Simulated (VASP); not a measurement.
# Fe (Im-3m) in VASP: notebook

Fe is run at these levels: LDA; tasks: single point.

Everything below comes from runs of VASP 6.6.1. Logs are shortened: lines on timing, memory, paths and dates and some standing lists are left out, and cuts for length are marked.

### 1 The cell of the first run

Symmetry: Im-3m, No. 229, cubic system. Conventional cell: a = 2.886 Å, b = 2.886 Å, c = 2.886 Å, α = 90.00°, β = 90.00°, γ = 90.00°. Within 3.3 Å of Fe (site symmetry m-3m) lie 14 Fe at 2.50 to 2.89 Å.

### 2 Single point, LDA, collinear spin, ferromagnetic start

The input, INCAR:

```
SYSTEM = Fe
ALGO = Normal ; EDIFF = 1E-7
ENCUT = 520 ; ISIF = 2
ISMEAR = -1 ; ISPIN = 2
LASPH = .True. ; LCHARG = .False.
LMAXMIX = 4 ; LORBIT = 11
LREAL = .False. ; LWAVE = .False.
MAGMOM = 3 ; NBANDS = 14
NELM = 150 ; PREC = Accurate
SIGMA = 0.05
```

The input, KPOINTS:

```
k-points
0
Gamma
  12 12 12
  0 0 0
```

The input, POSCAR:

```
Fe
1.0
   -1.4430000000      1.4430000000      1.4430000000
    1.4430000000     -1.4430000000      1.4430000000
    1.4430000000      1.4430000000     -1.4430000000
Fe
1
Direct
    0.0000000000      0.0000000000      0.0000000000
```

Potentials or basis: VASP PAW LDA potentials, release 64 (Fe).

Started as:

```sh
cat potpaw_LDA.64/Fe/POTCAR > POTCAR
mpirun -np 1 vasp_std > vasp.out
```

OUTCAR:

```text
SYSTEM = Fe
   EDIFF = 1E-7
   ENCUT = 520
   ISIF = 2
   ISMEAR = -1
   ISPIN = 2
   LASPH = .True.
   LORBIT = 11
   LREAL = .False.
   NELM = 150
   PREC = Accurate

 ion  position               nearest neighbor table
   1  0.000  0.000  0.000-

  LATTYP: Found a body centered cubic cell.
 ALAT       =     2.8860000000

  Lattice vectors:

 A1 = (  -1.4430000000,   1.4430000000,   1.4430000000)
 A2 = (   1.4430000000,  -1.4430000000,   1.4430000000)
 A3 = (   1.4430000000,   1.4430000000,  -1.4430000000)

Analysis of symmetry for initial positions (statically):
=====================================================================
 Subroutine PRICEL returns:
 Original cell was already a primitive cell.

 Routine SETGRP: Setting up the symmetry group for a
 body centered cubic supercell.

 Subroutine GETGRP returns: Found 48 space group operations
 (whereof 48 operations were pure point group operations)
 out of a pool of 48 trial point group operations.

The static configuration has the point symmetry O_h .

Analysis of symmetry for dynamics (positions and initial velocities):
=====================================================================
 Subroutine PRICEL returns:
 Original cell was already a primitive cell.

 Routine SETGRP: Setting up the symmetry group for a
 body centered cubic supercell.

 Subroutine GETGRP returns: Found 48 space group operations
 (whereof 48 operations were pure point group operations)
 out of a pool of 48 trial point group operations.

The dynamic configuration has the point symmetry O_h .

Analysis of structural, dynamic, and magnetic symmetry:
=====================================================================
 Subroutine PRICEL returns:
 Original cell was already a primitive cell.

 Routine SETGRP: Setting up the symmetry group for a
 body centered cubic supercell.

 Subroutine GETGRP returns: Found 48 space group operations
 (whereof 48 operations were pure point group operations)
 out of a pool of 48 trial point group operations.

The overall configuration has the point symmetry O_h .

 Subroutine INISYM returns: Found 48 space group operations
 (whereof 48 operations are pure point group operations),
 and found     1 'primitive' translations

----------------------------------------------------------------------------------------

                                     Primitive cell

  volume of cell :      12.0187

  direct lattice vectors                    reciprocal lattice vectors
    -1.443000000  1.443000000  1.443000000     0.000000000  0.346500347  0.346500347
     1.443000000 -1.443000000  1.443000000     0.346500347  0.000000000  0.346500347
     1.443000000  1.443000000 -1.443000000     0.346500347  0.346500347  0.000000000

  length of vectors
     2.499349315  2.499349315  2.499349315     0.490025489  0.490025489  0.490025489

  position of ions in fractional coordinates (direct lattice)
     0.000000000  0.000000000  0.000000000

  ion indices of the primitive-cell ions
   primitive index   ion index
                 1           1

----------------------------------------------------------------------------------------

 KPOINTS: k-points

Automatic generation of k-mesh.
 Grid dimensions read from file:
 generate k-points for:   12   12   12

 Generating k-lattice:

  Cartesian coordinates                     Fractional coordinates (reciprocal lattice)
     0.000000000  0.028875029  0.028875029     0.083333333  0.000000000  0.000000000
     0.028875029  0.000000000  0.028875029     0.000000000  0.083333333  0.000000000
     0.028875029  0.028875029  0.000000000     0.000000000  0.000000000  0.083333333

  Length of vectors
     0.040835457  0.040835457  0.040835457

  Shift w.r.t. Gamma in fractional coordinates (k-lattice)
     0.000000000  0.000000000  0.000000000

 Subroutine IBZKPT returns following result:
 ===========================================

 Found     72 irreducible k-points:

 Following reciprocal coordinates:
            Coordinates               Weight
  0.000000  0.000000  0.000000      1.000000
  0.083333  0.000000  0.000000     12.000000
  0.166667  0.000000  0.000000     12.000000
  0.250000  0.000000  0.000000     12.000000
  0.333333  0.000000  0.000000     12.000000
  0.416667  0.000000  0.000000     12.000000
[... 16 lines left out ...]
  0.333333  0.083333  0.083333     24.000000
  0.416667  0.083333  0.083333     12.000000
 [... further k-points ...]
   k-points           NKPTS =     72   k-points in BZ     NKDIM =     72   number of bands    NBANDS=     14
   number of dos      NEDOS =    301   number of ions     NIONS =      1
   total plane-waves  NPLWV =   8000
   dimension x,y,z NGX =    20 NGY =   20 NGZ =   20
   dimension x,y,z NGXF=    40 NGYF=   40 NGZF=   40
   ions per type =               1
   NGX,Y,Z   is equivalent  to a cutoff of  13.30, 13.30, 13.30 a.u.
   NGXF,Y,Z  is equivalent  to a cutoff of  26.61, 26.61, 26.61 a.u.
 SYSTEM =  Fe
   PREC   = accura    normal or accurate (medium, high low for compatibility)
   ISTART =      0    job   : 0-new  1-cont  2-samecut
   ICHARG =      2    charge: 1-file 2-atom 10-const
   ISPIN  =      2    spin polarized calculation?
   LNONCOLLINEAR =      F non collinear calculations
   LSORBIT =      F    spin-orbit coupling
   LASPH  =      T    aspherical Exc in radial PAW
   ENCUT  =  520.0 eV  38.22 Ry    6.18 a.u.   4.65  4.65  4.65*2*pi/ulx,y,z
   NELM   =    150;   NELMIN=  2; NELMDL= -5     # of ELM steps
   EDIFF  = 0.1E-06   stopping-criterion for ELM
   LREAL  =      F    real-space projection
   EDIFFG = 0.1E-05   stopping-criterion for IOM
   NSW    =      0    number of steps for IOM
   IBRION =     -1    ionic relax: 0-MD 1-quasi-New 2-CG
   NFREE  =      0    steps in history (QN), initial steepest desc. (CG)
   ISIF   =      2    stress and relaxation
   ISYM   =      2    0-nonsym 1-usesym 2-fastsym
   POTIM  = 0.5000    time-step for ionic-motion
   TEBEG  =    0.0;   TEEND  =   0.0 temperature during run
   PSTRESS=    0.0 pullay stress
   NELECT =       8.0000    total number of electrons
   NUPDOWN=      -1.0000    fix difference up-down
   EMIN   =  10.00;   EMAX   =-10.00  energy-range for DOS
   EFERMI =   0.00;   METHOD = LEGACY
   ISMEAR =    -1;   SIGMA  =   0.05  broadening in eV -4-tet -1-fermi 0-gaus
   EFERMI_NEDOS =   21; number of points for ismear=-14 and -15
   IALGO  =     38    algorithm
   IMIX   =      4    mixing-type and parameters
     AMIX     =   0.40;   BMIX     =  1.00
     AMIX_MAG =   1.60;   BMIX_MAG =  1.00
  volume/ion in A,a.u.               =      12.02        81.11
  Fermi-wavevector in a.u.,A,eV,Ry     =   1.429394  2.701162 27.798962  2.043166
  Thomas-Fermi vector in A             =   2.549352
   LORBIT       =     11    0 simple, 1 ext, 2 COOP (PROOUT), +10 PAW based schemes
   GGA     = CA    functional components
   LHFCALC =     F    Hartree Fock is set to
   AEXX    =    0.0000 exact exchange contribution
   IVDW    =     0    specifies the selected vdW correction
   LEPSILON=     F    determine dielectric tensor
   LRPA    =     F    only Hartree local field effects (RPA)
 spin polarized calculation
  energy-cutoff  :      520.00
  volume of cell :       12.02
 maximum number of plane-waves:       339
   NGX =  9   NGY =  9   NGZ =  9

 number of electron       7.9999995 magnetization       2.2576986

 Free energy of the ion-electron system (eV)
  ---------------------------------------------------
  ext. energy  EPLUGINS =         0.00000000
  ---------------------------------------------------
  free energy    TOTEN  =        -9.07486235 eV

  energy without entropy =       -9.06561989  energy(sigma->0) =       -9.07024112

 E-fermi :   5.1383     XC(G=0): -13.0992

 val. band max:        5.1380791351   @ k =  -0.4167   0.4167   0.2500
 cond. band min:       5.1538497540   @ k =  -0.4167   0.5000   0.1667
 fundamental gap:      0.0157706189
 Fermi energy:         5.1382891486

 spin component 1

 k-point     1 :       0.0000    0.0000    0.0000
  band No.  band energies     occupation
      1      -3.0979      1.00000
      2       2.9244      1.00000
      3       2.9244      1.00000
      4       2.9244      1.00000
      5       4.1734      1.00000
      6       4.1734      1.00000
      7      29.4217      0.00000
      8      29.4217      0.00000
      9      29.4217      0.00000
     10      34.2072      0.00000
     11      34.2072      0.00000
     12      36.0744      0.00000
     13      36.0744      0.00000
     14      36.0747      0.00000

 k-point     2 :       0.0833    0.0000    0.0000
  band No.  band energies     occupation
      1      -2.8237      1.00000
      2       2.8524      1.00000
      3       2.9177      1.00000
      4       3.0680      1.00000
      5       4.1041      1.00000
      6       4.1793      1.00000
      7      27.6270      0.00000
      8      28.9572      0.00000
      9      29.1818      0.00000
     10      33.2041      0.00000
     11      33.2354      0.00000
     12      33.5160      0.00000
     13      35.3662      0.00000
     14      36.8544      0.00000
[... 343 lines left out ...]
      1       0.8138      1.00000
      2       1.9263      1.00000
      3       3.3801      1.00000
      4       4.2134      1.00000
      5       4.3369      1.00000
      6       6.7771      0.00000
      7      13.6629      0.00000
      8      20.5637      0.00000
      9      21.6879      0.00000
     10      30.9562      0.00000
     11      34.7529      0.00000
     12      39.0660      0.00000
     13      40.2683      0.00000
     14      46.6758      0.00000

 k-point    24 :       0.4167    0.0833    0.0833
  band No.  band energies     occupation
      1       0.8193      1.00000
      2       1.8727      1.00000
      3       3.8099      1.00000
      4       4.2410      1.00000
      5       4.3540      1.00000
      6       7.6616      0.00000
      7      12.0464      0.00000
      8      20.3067      0.00000
      9      21.3306      0.00000
     10      30.8443      0.00000
     11      34.7172      0.00000
     12      39.0130      0.00000
     13      42.6234      0.00000
     14      44.2774      0.00000

 [... further k-points ...]

 spin component 2

 k-point     1 :       0.0000    0.0000    0.0000
  band No.  band energies     occupation
      1      -2.7151      1.00000
      2       4.7889      0.99908
      3       4.7889      0.99908
      4       4.7889      0.99908
      5       6.4982      0.00000
      6       6.4983      0.00000
      7      29.5722      0.00000
      8      29.5722      0.00000
      9      29.5722      0.00000
     10      34.6695      0.00000
     11      34.6695      0.00000
     12      36.9289      0.00000
     13      36.9289      0.00000
     14      36.9289      0.00000

 k-point     2 :       0.0833    0.0000    0.0000
  band No.  band energies     occupation
      1      -2.4392      1.00000
      2       4.7038      0.99983
      3       4.7729      0.99933
      4       4.9450      0.97950
      5       6.4110      0.00000
      6       6.5051      0.00000
      7      27.9899      0.00000
      8      29.1789      0.00000
      9      29.4289      0.00000
     10      33.7396      0.00000
     11      34.0780      0.00000
     12      34.2889      0.00000
     13      35.8455      0.00000
     14      37.6257      0.00000
[... 343 lines left out ...]
      1       1.9907      1.00000
      2       3.5943      1.00000
      3       4.5424      0.99999
      4       6.4653      0.00000
      5       6.7103      0.00000
      6       8.4193      0.00000
      7      14.7757      0.00000
      8      21.1818      0.00000
      9      22.3845      0.00000
     10      31.4355      0.00000
     11      35.4585      0.00000
     12      39.4333      0.00000
     13      40.7312      0.00000
     14      47.3909      0.00000

 k-point    24 :       0.4167    0.0833    0.0833
  band No.  band energies     occupation
      1       2.1299      1.00000
      2       3.5305      1.00000
      3       4.9609      0.97199
      4       6.4954      0.00000
      5       6.7352      0.00000
      6       9.0185      0.00000
      7      13.3491      0.00000
      8      20.9176      0.00000
      9      22.0108      0.00000
     10      31.3485      0.00000
     11      35.4365      0.00000
     12      39.3279      0.00000
     13      42.9970      0.00000
     14      45.0722      0.00000

 [... further k-points ...]
[... 5 lines left out ...]
  --------------------------------------------------------------------------------------
  -------------------------------------------------------------------------------------
  Total       -1.8924602     -1.8924602     -1.8924602     -0.0000000     -0.0000000      0.0000000
  in kB     -252.2774022   -252.2774022   -252.2774022     -0.0000000     -0.0000000      0.0000000
  external PRESSURE =    -252.2774022 kB  Pullay stress =       0.0000000 kB

 VOLUME and BASIS-vectors are now :
 -----------------------------------------------------------------------------
  energy-cutoff  :      520.00
  volume of cell :       12.02
      direct lattice vectors                 reciprocal lattice vectors
    -1.443000000  1.443000000  1.443000000     0.000000000  0.346500347  0.346500347
     1.443000000 -1.443000000  1.443000000     0.346500347  0.000000000  0.346500347
     1.443000000  1.443000000 -1.443000000     0.346500347  0.346500347  0.000000000

 POSITION                                       TOTAL-FORCE (eV/Angst)
 -----------------------------------------------------------------------------------
      0.00000      0.00000      0.00000        -0.000000      0.000000      0.000000
 -----------------------------------------------------------------------------------
    total drift:                                0.000000     -0.000000     -0.000000

  FREE ENERGIE OF THE ION-ELECTRON SYSTEM (eV)
  ---------------------------------------------------
  free  energy   TOTEN  =        -9.0748623498 eV

  energy  without entropy=       -9.0656198926  energy(sigma->0) =       -9.07024112

 total charge

# of ion       s       p       d       tot
------------------------------------------
    1        0.465   0.484   6.222   7.172

 magnetization (x)

# of ion       s       p       d       tot
------------------------------------------
    1       -0.011  -0.032   2.279   2.236
```

It took 19 s on 1 thread of AMD EPYC 7R13 (Zen 3), shared host; peak memory 0.1 GiB.

Results:

```
Free energy                                           : -9.0749 eV
Pressure                                              : -25.2 GPa
Net moment                                            : 2.26 μB per cell
Site moments                                          : Fe +2.24 μB
Valence electrons inside the program's atomic spheres : Fe 7.17
```

Levels at points of the mesh, in eV from the Fermi level:
Spin up:
```
           k point  band 3  band 4  band 5  band 6  band 7  band 8
(0.00, 0.00, 0.00)   -2.21   -2.21   -0.96   -0.96   24.28   24.28
(0.50, 0.00, 0.00)   -0.95   -0.79    0.30    0.40    6.81   17.73
(0.50, 0.50, 0.50)    0.05    0.05    0.05    9.36    9.36    9.36
```
Spin down:
| k point | band 1 | band 2 | band 3 | band 4 | band 5 | band 6 |
| --- | --- | --- | --- | --- | --- | --- |
| (0.00, 0.00, 0.00) | -7.85 | -0.35 | -0.35 | -0.35 | 1.36 | 1.36 |
| (0.50, 0.00, 0.00) | -3.39 | -1.52 | 0.77 | 1.28 | 1.59 | 2.44 |
| (0.50, 0.50, 0.50) | -2.86 | -2.86 | 2.16 | 2.16 | 2.16 | 9.84 |

(Continued in part 2 of 2.)
